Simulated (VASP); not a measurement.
# Pd (Imm2) in VASP: a series of runs, part 2 of 2

VASP 6.6.1. The steps go on from the part before.

## Step 3: Single point, LDA

The input, INCAR:

```
  PREC = Accurate
  ENCUT = 400
  EDIFF = 1E-6
  ISMEAR = 0
  SIGMA = 0.1
  LREAL = F
  LASPH = T
  NELM = 120
  ALGO = Normal
  ISIF = 2
  LWAVE = F
  LCHARG = F
  NBANDS = 44
  GGA_COMPAT = F
```

The input, KPOINTS:

```
Automatic mesh
0
Gamma
  3 3 3
```

The input, POSCAR:

```
Pd
1.0
    0.0000000000      3.8930000000      3.8930000000
    3.8930000000      0.0000000000      3.8930000000
    3.8930000000      3.8930000000      0.0000000000
Pd
7
Direct
    0.0000000000      0.0000000000      0.0833334190
    0.0000000000      0.5000000000      0.0000000000
    0.0000000000      0.5000000000      0.5000000000
    0.5000000000      0.0000000000      0.0000000000
    0.5000000000      0.0000000000      0.5000000000
    0.5000000000      0.5000000000      0.0000000000
    0.5000000000      0.5000000000      0.5000000000
```

Potentials or basis: VASP PAW LDA potentials, release 64 (Pd).

Launch:

```bash
$ cat potpaw_LDA.64/Pd/POTCAR > POTCAR
$ mpirun -np 1 vasp_std > vasp.out
```

OUTCAR:

```text
PREC = Accurate
   ENCUT = 400
   EDIFF = 1E-6
   ISMEAR = 0
   LREAL = F
   LASPH = T
   NELM = 120
   ISIF = 2

 ion  position               nearest neighbor table
   1  0.000  0.000  0.083-   2 2.55   4 2.55   3 2.55   5 2.55   6 2.79   6 2.79   5 3.01   4 3.01
                             2 3.01   3 3.01
   2  0.000  0.500  0.000-   1 2.55   6 2.75   3 2.75   7 2.75   3 2.75   4 2.75   4 2.75   6 2.75
                             7 2.75   1 3.01
   3  0.000  0.500  0.500-   1 2.55   2 2.75   7 2.75   2 2.75   6 2.75   5 2.75   5 2.75   6 2.75
                             7 2.75   1 3.01
   4  0.500  0.000  0.000-   1 2.55   6 2.75   5 2.75   7 2.75   2 2.75   6 2.75   7 2.75   5 2.75
                             2 2.75   1 3.01
   5  0.500  0.000  0.500-   1 2.55   4 2.75   7 2.75   4 2.75   6 2.75   3 2.75   6 2.75   7 2.75
                             3 2.75   1 3.01
   6  0.500  0.500  0.000-   2 2.75   4 2.75   7 2.75   3 2.75   5 2.75   7 2.75   4 2.75   5 2.75
                             2 2.75   3 2.75   1 2.79   1 2.79
   7  0.500  0.500  0.500-   3 2.75   5 2.75   6 2.75   2 2.75   4 2.75   6 2.75   4 2.75   5 2.75
                             2 2.75   3 2.75

  LATTYP: Found a face centered cubic cell.
 ALAT       =     7.7860000000
[... 180 lines left out ...]

 k-point     1 :       0.0000    0.0000    0.0000
  band No.  band energies     occupation
      1       0.9536      2.00000
      2       2.2096      2.00000
      3       2.3521      2.00000
      4       2.4238      2.00000
      5       2.4257      2.00000
      6       2.8259      2.00000
[... 365 lines left out ...]
     43      14.5525      0.00000
     44      15.0014      0.00000

------------------------ aborting loop because EDIFF is reached ----------------------------------------

  FORCE on cell =-STRESS in cart. coord.  units (eV):
  Direction    XX          YY          ZZ          XY          YZ          ZX
  --------------------------------------------------------------------------------------
  -------------------------------------------------------------------------------------
  Total      -10.3938858    -10.3938858     -8.2987483     -0.7881805      0.0000000      0.0000000
  in kB     -141.1254429   -141.1254429   -112.6782176    -10.7017065      0.0000000      0.0000000
  external PRESSURE =    -131.6430345 kB  Pullay stress =       0.0000000 kB

 VOLUME and BASIS-vectors are now :
 -----------------------------------------------------------------------------
  energy-cutoff  :      400.00
  volume of cell :      118.00
      direct lattice vectors                 reciprocal lattice vectors
     0.000000000  3.893000000  3.893000000    -0.128435654  0.128435654  0.128435654
     3.893000000  0.000000000  3.893000000     0.128435654 -0.128435654  0.128435654
     3.893000000  3.893000000  0.000000000     0.128435654  0.128435654 -0.128435654

 POSITION                                       TOTAL-FORCE (eV/Angst)
 -----------------------------------------------------------------------------------
      0.32442      0.32442      0.00000        -1.032996     -1.032996      0.000000
      1.94650      0.00000      1.94650         0.524604     -0.040465      0.513441
      3.89300      1.94650      1.94650        -0.040465      0.524604     -0.513441
      0.00000      1.94650      1.94650        -0.040465      0.524604      0.513441
      1.94650      3.89300      1.94650         0.524604     -0.040465     -0.513441
      1.94650      1.94650      3.89300        -0.026668     -0.026668      0.000000
      3.89300      3.89300      3.89300         0.091387      0.091387      0.000000
 -----------------------------------------------------------------------------------
    total drift:                               -0.000522     -0.000522      0.000001

  FREE ENERGIE OF THE ION-ELECTRON SYSTEM (eV)
  ---------------------------------------------------
  free  energy   TOTEN  =       -43.3667982258 eV

  energy  without entropy=      -43.3149728350  energy(sigma->0) =      -43.34088553
```

OSZICAR:

```text
N       E                     dE             d eps       ncg     rms          rms(c)
DAV:   1     0.385339890384E+03    0.38534E+03   -0.29884E+04   704   0.124E+03
DAV:   2    -0.324810450358E+02   -0.41782E+03   -0.39784E+03   768   0.305E+02
DAV:   3    -0.456793541337E+02   -0.13198E+02   -0.12836E+02   752   0.556E+01
DAV:   4    -0.458266069397E+02   -0.14725E+00   -0.14700E+00   768   0.591E+00
DAV:   5    -0.458297878362E+02   -0.31809E-02   -0.31808E-02   740   0.927E-01    0.184E+01
DAV:   6    -0.435410178444E+02    0.22888E+01   -0.88521E+00   740   0.182E+01    0.917E+00
DAV:   7    -0.436859365675E+02   -0.14492E+00   -0.18573E+00   744   0.127E+01    0.708E+00
DAV:   8    -0.434195435084E+02    0.26639E+00   -0.23312E+00   748   0.109E+01    0.401E+00
DAV:   9    -0.434035823977E+02    0.15961E-01   -0.22350E-01   736   0.464E+00    0.181E+00
DAV:  10    -0.433685590007E+02    0.35023E-01   -0.13489E-01   748   0.324E+00    0.417E-01
DAV:  11    -0.433672478368E+02    0.13112E-02   -0.72584E-03   760   0.672E-01    0.215E-01
DAV:  12    -0.433668493152E+02    0.39852E-03   -0.20323E-03   748   0.420E-01    0.113E-01
DAV:  13    -0.433668005078E+02    0.48807E-04   -0.27091E-04   764   0.151E-01    0.249E-02
DAV:  14    -0.433667980689E+02    0.24390E-05   -0.23376E-05   752   0.340E-02    0.124E-02
DAV:  15    -0.433667982258E+02   -0.15691E-06   -0.19638E-06   448   0.124E-02
   1 F= -.43366798E+02 E0= -.43340886E+02  d E =-.518254E-01
```

stdout:

```text
POSCAR found type information on POSCAR Pd
 POSCAR found :  1 types and       7 ions
 scaLAPACK will be used
 LDA part: xc-table for (Slater(with rela. corr.)+CA(PZ))
 , standard interpolation
 POSCAR, INCAR and KPOINTS ok, starting setup
 FFT: planning ... GRIDC
 FFT: planning ... GRID_SOFT
 FFT: planning ... GRID
 WAVECAR not read
 entering main loop
```

Wall time 14 s (1 thread of Intel Xeon 6975P-C (Granite Rapids), shared host); peak memory 0.16 GiB.

What came out:

- Free energy: -43.3668 eV
- Pressure: -13.2 GPa
- Largest force: 1.461 eV/Å
- Band gap on the k mesh: zero (bands 35 and 36 overlap by 0.68 eV)

Forces on the atoms (eV/Å):
```
Pd  -1.033 -1.033  0.000
Pd   0.525 -0.040  0.513
Pd  -0.040  0.525 -0.513
Pd  -0.040  0.525  0.513
Pd   0.525 -0.040 -0.513
Pd  -0.027 -0.027  0.000
Pd   0.091  0.091  0.000
```

Caveat: the k points lie up to 0.47 Å⁻¹ apart, too coarse for converged energies and pressures of a metal; forces of over 1 eV/Å act on the atoms, so gaps and moduli don't describe the material at rest.
